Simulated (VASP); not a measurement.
# Be3Te4 (R-3m) in VASP: a series of runs

Runs on Be3Te4. Level: PBE. Tasks: relaxation of cell and atoms, single point.

Program: VASP 6.6.1. These are calculated values, not measurements. Logs are shortened: lines on timing, memory, paths and dates and some standing lists are left out, and cuts for length are marked.

## (1) The cell of the first run

Symmetry: R-3m, No. 166, trigonal system. Conventional cell: a = 3.910 Å, b = 3.910 Å, c = 29.343 Å, α = 90.00°, β = 90.00°, γ = 120.00°. Be (site symmetry 3m) has 5 Te at 2.23 to 2.61 Å within 2.9 Å. Within 3.4 Å of Be (site symmetry -3m) lie 6 Te at 2.55 Å. Within 3.0 Å of Te (site symmetry 3m) lie 4 Be at 2.28 to 2.61 Å. Te (site symmetry 3m) has 4 Be at 2.23 to 2.55 Å within 2.9 Å.

The cell was built from a structure type or drawn by symmetry, and may not be a known phase.

## (2) Relaxation of cell and atoms, PBE

INCAR

```
SYSTEM = Be3Te4
PREC = Accurate
ENCUT = 600
EDIFF = 1E-6
ISMEAR = 0
SIGMA = 0.2
LREAL = .FALSE.
LASPH = .TRUE.
NELM = 60
ALGO = Normal
ISIF = 3
LWAVE = .FALSE.
LCHARG = .FALSE.
GGA = PE
IBRION = 2
NSW = 36
EDIFFG = -0.08
```

KPOINTS

```
Automatic mesh
0
G
  5 5 5
  0 0 0
```

POSCAR

```
Be3Te4
1.0
    1.9552075600      1.1288396100      9.7809336700
   -1.9552075600      1.1288396100      9.7809336700
    0.0000000000     -2.2576792300      9.7809336700
Be Te
3 4
Direct
    0.2169999900      0.2169999900      0.2169999900
    0.7830000100      0.7830000100      0.7830000100
    0.0000000000      0.0000000000      0.0000000000
    0.1280000100      0.1280000100      0.1280000100
    0.8719999900      0.8719999900      0.8719999900
    0.2930000100      0.2930000100      0.2930000100
    0.7069999900      0.7069999900      0.7069999900
```

Potentials or basis: VASP PAW PBE potentials, release 64 (Be, Te).

On the command line:

```
$ cat potpaw_PBE.64/Be/POTCAR potpaw_PBE.64/Te/POTCAR > POTCAR
$ mpirun -np 1 vasp_std > vasp.out
```

OUTCAR:

```text
SYSTEM = Be3Te4
   PREC = Accurate
   ENCUT = 600
   EDIFF = 1E-6
   ISMEAR = 0
   LREAL = .FALSE.
   LASPH = .TRUE.
   NELM = 60
   ISIF = 3
   GGA = PE
   IBRION = 2
   NSW = 36
   EDIFFG = -0.08

 ion  position               nearest neighbor table
   1  0.217  0.217  0.217-   6 2.23   5 2.28   5 2.28   5 2.28   4 2.61
   2  0.783  0.783  0.783-   7 2.23   4 2.28   4 2.28   4 2.28   5 2.61
   3  0.000  0.000  0.000-   7 2.55   7 2.55   6 2.55   6 2.55   7 2.55   6 2.55
   4  0.128  0.128  0.128-   2 2.28   2 2.28   2 2.28   1 2.61   5 3.20   5 3.20   5 3.20   7 3.42
                             7 3.42   7 3.42
   5  0.872  0.872  0.872-   1 2.28   1 2.28   1 2.28   2 2.61   4 3.20   4 3.20   4 3.20   6 3.42
                             6 3.42   6 3.42
   6  0.293  0.293  0.293-   1 2.23   3 2.55   3 2.55   3 2.55   7 3.27   7 3.27   7 3.27   5 3.42
                             5 3.42   5 3.42
   7  0.707  0.707  0.707-   2 2.23   3 2.55   3 2.55   3 2.55   6 3.27   6 3.27   6 3.27   4 3.42
                             4 3.42   4 3.42

  LATTYP: Found a trigonal (rhomboedric) cell.
 ALAT       =    10.0381163036
 COS(alpha) =     0.9241228018

  Lattice vectors:

 A1 = (   1.9552075600,   1.1288396100,   9.7809336700)
 A2 = (  -1.9552075600,   1.1288396100,   9.7809336700)
 A3 = (   0.0000000000,  -2.2576792300,   9.7809336700)

Analysis of symmetry for initial positions (statically):
=====================================================================
 Subroutine PRICEL returns:
 Original cell was already a primitive cell.

 Routine SETGRP: Setting up the symmetry group for a
 trigonal (rhombohedral) supercell.

 Subroutine GETGRP returns: Found 12 space group operations
 (whereof 12 operations were pure point group operations)
 out of a pool of 12 trial point group operations.

The static configuration has the point symmetry D_3d.

Analysis of symmetry for dynamics (positions and initial velocities):
=====================================================================
 Subroutine PRICEL returns:
 Original cell was already a primitive cell.

 Routine SETGRP: Setting up the symmetry group for a
 trigonal (rhombohedral) supercell.

 Subroutine GETGRP returns: Found 12 space group operations
 (whereof 12 operations were pure point group operations)
 out of a pool of 12 trial point group operations.

The dynamic configuration has the point symmetry D_3d.

 Subroutine INISYM returns: Found 12 space group operations
 (whereof 12 operations are pure point group operations),
 and found     1 'primitive' translations

----------------------------------------------------------------------------------------

                                     Primitive cell

  volume of cell :     129.5259

  direct lattice vectors                    reciprocal lattice vectors
     1.955207560  1.128839610  9.780933670     0.255727325  0.147644240  0.034079909
    -1.955207560  1.128839610  9.780933670    -0.255727325  0.147644240  0.034079909
     0.000000000 -2.257679230  9.780933670     0.000000000 -0.295288480  0.034079909

  length of vectors
    10.038116304 10.038116304 10.038116305     0.297248594  0.297248594  0.297248594

  position of ions in fractional coordinates (direct lattice)
     0.216999990  0.216999990  0.216999990
     0.783000010  0.783000010  0.783000010
     0.000000000  0.000000000  0.000000000
     0.128000010  0.128000010  0.128000010
     0.871999990  0.871999990  0.871999990
     0.293000010  0.293000010  0.293000010
     0.706999990  0.706999990  0.706999990

  ion indices of the primitive-cell ions
   primitive index   ion index
                 1           1
                 2           2
                 3           3
                 4           4
                 5           5
                 6           6
                 7           7

----------------------------------------------------------------------------------------

 KPOINTS: Automatic mesh

Automatic generation of k-mesh.
 Grid dimensions read from file:
 generate k-points for:    5    5    5

 Generating k-lattice:

  Cartesian coordinates                     Fractional coordinates (reciprocal lattice)
     0.051145465  0.029528848  0.006815982     0.200000000  0.000000000  0.000000000
    -0.051145465  0.029528848  0.006815982     0.000000000  0.200000000  0.000000000
     0.000000000 -0.059057696  0.006815982     0.000000000  0.000000000  0.200000000

  Length of vectors
     0.059449719  0.059449719  0.059449719

  Shift w.r.t. Gamma in fractional coordinates (k-lattice)
     0.000000000  0.000000000  0.000000000

 Subroutine IBZKPT returns following result:
 ===========================================

 Found     19 irreducible k-points:

 Following reciprocal coordinates:
            Coordinates               Weight
  0.000000  0.000000  0.000000      1.000000
  0.200000  0.000000  0.000000      6.000000
  0.400000  0.000000  0.000000      6.000000
  0.200000  0.200000  0.000000      6.000000
  0.400000  0.200000  0.000000     12.000000
 -0.400000  0.200000  0.000000     12.000000
[... 11 lines left out ...]
  0.400000  0.400000  0.400000      2.000000
 -0.400000  0.400000  0.400000      6.000000
   k-points           NKPTS =     19   k-points in BZ     NKDIM =     19   number of bands    NBANDS=     19
   number of dos      NEDOS =    301   number of ions     NIONS =      7
   total plane-waves  NPLWV = 512000
   dimension x,y,z NGX =    80 NGY =   80 NGZ =   80
   dimension x,y,z NGXF=   160 NGYF=  160 NGZF=  160
   ions per type =               3   4
   NGX,Y,Z   is equivalent  to a cutoff of  13.25, 13.25, 13.25 a.u.
   NGXF,Y,Z  is equivalent  to a cutoff of  26.50, 26.50, 26.50 a.u.
 SYSTEM =  Be3Te4
   PREC   = accura    normal or accurate (medium, high low for compatibility)
   ISTART =      0    job   : 0-new  1-cont  2-samecut
   ICHARG =      2    charge: 1-file 2-atom 10-const
   ISPIN  =      1    spin polarized calculation?
   LNONCOLLINEAR =      F non collinear calculations
   LSORBIT =      F    spin-orbit coupling
   LASPH  =      T    aspherical Exc in radial PAW
   ENCUT  =  600.0 eV  44.10 Ry    6.64 a.u.  20.05 20.05 20.05*2*pi/ulx,y,z
   NELM   =     60;   NELMIN=  2; NELMDL= -5     # of ELM steps
   EDIFF  = 0.1E-05   stopping-criterion for ELM
   LREAL  =      F    real-space projection
   EDIFFG = -.8E-01   stopping-criterion for IOM
   NSW    =     36    number of steps for IOM
   IBRION =      2    ionic relax: 0-MD 1-quasi-New 2-CG
   NFREE  =      1    steps in history (QN), initial steepest desc. (CG)
   ISIF   =      3    stress and relaxation
   ISYM   =      2    0-nonsym 1-usesym 2-fastsym
   POTIM  = 0.5000    time-step for ionic-motion
   TEBEG  =    0.0;   TEEND  =   0.0 temperature during run
   PSTRESS=    0.0 pullay stress
   NELECT =      30.0000    total number of electrons
   NUPDOWN=      -1.0000    fix difference up-down
   EMIN   =  10.00;   EMAX   =-10.00  energy-range for DOS
   EFERMI =   0.00;   METHOD = LEGACY
   ISMEAR =     0;   SIGMA  =   0.20  broadening in eV -4-tet -1-fermi 0-gaus
   EFERMI_NEDOS =   21; number of points for ismear=-14 and -15
   IALGO  =     38    algorithm
   IMIX   =      4    mixing-type and parameters
     AMIX     =   0.40;   BMIX     =  1.00
     AMIX_MAG =   1.60;   BMIX_MAG =  1.00
  volume/ion in A,a.u.               =      18.50       124.87
  Fermi-wavevector in a.u.,A,eV,Ry     =   1.005379  1.899890 13.752584  1.010786
  Thomas-Fermi vector in A             =   2.138054
   LORBIT       =      0    0 simple, 1 ext, 2 COOP (PROOUT), +10 PAW based schemes
   GGA     = PE    functional components
   LHFCALC =     F    Hartree Fock is set to
   AEXX    =    0.0000 exact exchange contribution
   IVDW    =     0    specifies the selected vdW correction
   LEPSILON=     F    determine dielectric tensor
   LRPA    =     F    only Hartree local field effects (RPA)
 conjugate gradient relaxation of ions
 non-spin polarized calculation
 Gauss-broadening in eV      SIGMA  =   0.20
  energy-cutoff  :      600.00
  volume of cell :      129.53
 maximum number of plane-waves:      4336
   NGX = 39   NGY = 39   NGZ = 39

--------------------------------------- Ionic step        1  -------------------------------------------

 number of electron      30.0000000 magnetization

 Free energy of the ion-electron system (eV)
  ---------------------------------------------------
  ext. energy  EPLUGINS =         0.00000000
  ---------------------------------------------------
  free energy    TOTEN  =       -20.92734339 eV

  energy without entropy =      -20.83260638  energy(sigma->0) =      -20.87997489

 E-fermi :   8.8381     XC(G=0): -10.2309

 val. band max:        8.8283326842   @ k =   0.4000   0.0000   0.0000
 cond. band min:       8.8543084913   @ k =  -0.2000   0.2000   0.0000
 fundamental gap:      0.0259758071
 Fermi energy:         8.8381043626

 k-point     1 :       0.0000    0.0000    0.0000
  band No.  band energies     occupation
      1      -6.0329      2.00000
      2      -4.7447      2.00000
      3      -4.2172      2.00000
      4      -1.5553      2.00000
      5       1.7481      2.00000
      6       5.4844      2.00000
[... 447 lines left out ...]
--------------------------------------- Ionic step        2  -------------------------------------------

 number of electron      29.9999999 magnetization

 E-fermi :   4.4786     XC(G=0):  -8.7676

 val. band max:        4.4764414550   @ k =   0.4000   0.4000   0.4000
 cond. band min:       4.4809236565   @ k =  -0.2000   0.2000   0.2000
 fundamental gap:      0.0044822015
 Fermi energy:         4.4785821981

 k-point     1 :       0.0000    0.0000    0.0000
  band No.  band energies     occupation
      1      -7.6989      2.00000
      2      -6.9397      2.00000
      3      -6.6753      2.00000
      4      -5.5129      2.00000
      5      -0.2246      2.00000
      6       2.2579      2.00000
[... 482 lines left out ...]
  FREE ENERGIE OF THE ION-ELECTRON SYSTEM (eV)
  ---------------------------------------------------
  free  energy   TOTEN  =       -23.3491182799 eV

  energy  without entropy=      -23.2188784493  energy(sigma->0) =      -23.28399836

[... ionic steps 4 to 16 ...]

--------------------------------------- Ionic step       17  -------------------------------------------

 number of electron      30.0000001 magnetization

------------------------ aborting loop because EDIFF is reached ----------------------------------------
[... 77 lines left out ...]
--------------------------------------- Ionic step       19  -------------------------------------------

 number of electron      30.0000000 magnetization

 Free energy of the ion-electron system (eV)
  ---------------------------------------------------
  ext. energy  EPLUGINS =         0.00000000
  ---------------------------------------------------
  free energy    TOTEN  =       -24.47720554 eV

  energy without entropy =      -24.42058765  energy(sigma->0) =      -24.44889659

 E-fermi :   5.0777     XC(G=0):  -9.1840

 val. band max:        5.0199803305   @ k =  -0.4000   0.4000   0.4000
 cond. band min:       5.1409274242   @ k =   0.4000   0.2000   0.2000
 fundamental gap:      0.1209470937
 Fermi energy:         5.0776906853

 k-point     1 :       0.0000    0.0000    0.0000
  band No.  band energies     occupation
      1      -7.4699      2.00000
      2      -6.4419      2.00000
      3      -6.4031      2.00000
      4      -5.6362      2.00000
      5      -0.2875      2.00000
      6       2.1756      2.00000
[... 441 lines left out ...]
  FREE ENERGIE OF THE ION-ELECTRON SYSTEM (eV)
  ---------------------------------------------------
  free  energy   TOTEN  =       -24.4772055353 eV

  energy  without entropy=      -24.4205876453  energy(sigma->0) =      -24.44889659

 reached required accuracy - stopping structural energy minimisation
```

It took 35 min on 1 thread of Intel Xeon 6975P-C (Granite Rapids), shared host; peak memory 1.1 GiB.

What came out:

```
Free energy                           : -24.4772 eV
Relaxed volume                        : 23.69 Å³/atom
Relaxed cell                          : a = 13.005 Å, b = 13.005 Å, c = 13.005 Å, α = 17.10°, β = 17.10°, γ = 17.10°
Space group after relaxing (to 0.1 Å) : R-3m (No. 166)
Energy gained by relaxing             : 507.1 meV/atom
Ionic steps                           : 19
Pressure after relaxing               : 0.0 GPa
Largest force after relaxing          : 0.057 eV/Å
Band gap on the k mesh                : zero (bands 15 and 16 overlap by 1.25 eV)
```

Forces in eV/Å, atoms in the order of the input:
```
Be   0.000  0.000  0.013
Be   0.000  0.000 -0.013
Be   0.000  0.000  0.000
Te   0.000  0.000 -0.057
Te   0.000  0.000  0.057
Te   0.000  0.000 -0.046
Te   0.000  0.000  0.046
```

The path:
| step | energy change (eV) | largest force (eV/Å) | pressure (GPa) | volume (Å³) |
| --- | --- | --- | --- | --- |
| 1 | 0.0000 | 0.7432 | 22.48 | 129.53 |
| 2 | -2.2273 | 0.4498 | -4.42 | 184.20 |
| 3 | -2.4218 | 0.3931 | -0.56 | 167.85 |
| 4 | -2.4224 | 0.4028 | -0.99 | 169.29 |
| 5 | -2.6556 | 0.5966 | -0.69 | 167.90 |
| 6 | -2.8772 | 0.9164 | 2.46 | 162.36 |
| 7 | -2.9086 | 0.8622 | 1.33 | 163.94 |
| 8 | -3.0336 | 0.8247 | -0.27 | 169.48 |
| 9 | -3.0881 | 0.7349 | -1.61 | 174.79 |
| 10 | -3.2034 | 0.7041 | -1.34 | 173.05 |
| 11 | -3.4467 | 0.4446 | -0.67 | 167.85 |
| 12 | -3.1752 | 1.5666 | 2.08 | 157.42 |
| 13 | -3.4959 | 0.2179 | -0.36 | 165.79 |
| 14 | -3.5031 | 0.2160 | -0.19 | 164.60 |
| 15 | -3.5290 | 0.1594 | 0.30 | 163.48 |
| 16 | -3.5350 | 0.1254 | 0.68 | 162.64 |
| 17 | -3.5448 | 0.1222 | -0.18 | 165.93 |
| 18 | -3.5451 | 0.1238 | -0.05 | 165.44 |
| 19 | -3.5499 | 0.0570 | -0.01 | 165.82 |

Final structure:
```yaml
crystal:
  lattice:
    - [1.93292, 1.11597, 12.81198]
    - [-1.93292, 1.11597, 12.81198]
    - [0.00000, -2.23194, 12.81198]
  atoms:
    - { symbol: Be, position: [0.23248, 0.23248, 0.23248] }
    - { symbol: Be, position: [0.76752, 0.76752, 0.76752] }
    - { symbol: Be, position: [0.00000, 0.00000, 0.00000] }
    - { symbol: Te, position: [0.12405, 0.12405, 0.12405] }
    - { symbol: Te, position: [0.87595, 0.87595, 0.87595] }
    - { symbol: Te, position: [0.29603, 0.29603, 0.29603] }
    - { symbol: Te, position: [0.70397, 0.70397, 0.70397] }
```

Levels at points of the mesh, in eV from the Fermi level:
| k point | band 11 | band 12 | band 13 | band 14 | band 15 | band 16 | band 17 | band 18 | band 19 |
| --- | --- | --- | --- | --- | --- | --- | --- | --- | --- |
| (0.00, 0.00, 0.00) | -0.18 | 0.39 | 0.39 | 0.47 | 0.47 | 0.75 | 3.67 | 3.98 | 4.33 |

Caveat: the k points lie up to 0.38 Å⁻¹ apart in the final cell, too coarse for converged energies and pressures of a metal; the volume moved by over 15 % at a fixed basis, so the end points are rough; spin-orbit coupling is left out, which moves the levels of the heavy elements; the relaxation stopped at a loose force limit of 0.08 eV/Å, so its end isn't a converged minimum.

## (3) Single point, PBE

This run uses another cell than the first one, of 23.76 Å³/atom.

INCAR

```
  PREC = Accurate
  ENCUT = 520
  EDIFF = 1E-7
  ISMEAR = 0
  SIGMA = 0.1
  LREAL = False
  LASPH = True
  NELM = 100
  ALGO = Normal
  ISIF = 2
  LWAVE = False
  LCHARG = False
  GGA = PE
  NBANDS = 24
```

KPOINTS

```
Automatic mesh
0
Gamma
  12 12 12
```

POSCAR

```
Be3Te4
1.0
    1.9378588519      1.1188233298     12.7875145867
   -1.9378588519      1.1188233298     12.7875145867
    0.0000000000     -2.2376466596     12.7875145867
Be Te
3 4
Direct
    0.2323627998      0.2323627998      0.2323627998
    0.7676372002      0.7676372002      0.7676372002
    0.0000000000      0.0000000000      0.0000000000
    0.1233890539      0.1233890539      0.1233890539
    0.8766109461      0.8766109461      0.8766109461
    0.2958426434      0.2958426434      0.2958426434
    0.7041573566      0.7041573566      0.7041573566
```

Potentials or basis: VASP PAW PBE potentials, release 64 (Be, Te).

On the command line:

```
$ cat potpaw_PBE.64/Be/POTCAR potpaw_PBE.64/Te/POTCAR > POTCAR
$ mpirun -np 1 vasp_std > vasp.out
```

Wall time 1.6 h (1 thread of Intel Xeon 6975P-C (Granite Rapids), shared host); peak memory 2 GiB.

It converged, with:

| Quantity | Value |
| --- | --- |
| Free energy | -24.3753 eV |
| Pressure | 0.1 GPa |
| Largest force | 0.017 eV/Å |
| Band gap on the k mesh | zero (bands 15 and 16 overlap by 1.31 eV) |

Forces on the atoms (eV/Å):
```
Be   0.000  0.000  0.008
Be   0.000  0.000 -0.008
Be   0.000  0.000  0.000
Te   0.000  0.000  0.017
Te   0.000  0.000 -0.017
Te   0.000  0.000  0.008
Te   0.000  0.000 -0.008
```

Levels at points of the mesh, in eV from the Fermi level:
| k point | band 13 | band 14 | band 15 | band 16 | band 17 | band 18 |
| --- | --- | --- | --- | --- | --- | --- |
| (0.00, 0.00, 0.00) | 0.42 | 0.48 | 0.48 | 0.82 | 3.70 | 4.01 |
| (0.50, 0.00, 0.00) | -1.16 | -0.74 | -0.40 | 0.15 | 1.93 | 3.28 |
| (0.50, 0.50, 0.00) | -1.39 | -1.21 | -0.54 | 0.20 | 2.16 | 3.20 |
| (0.50, 0.50, 0.50) | 0.37 | 0.37 | 0.53 | 0.53 | 3.71 | 4.04 |

Caveat: spin-orbit coupling is left out, which moves the levels of the heavy elements.
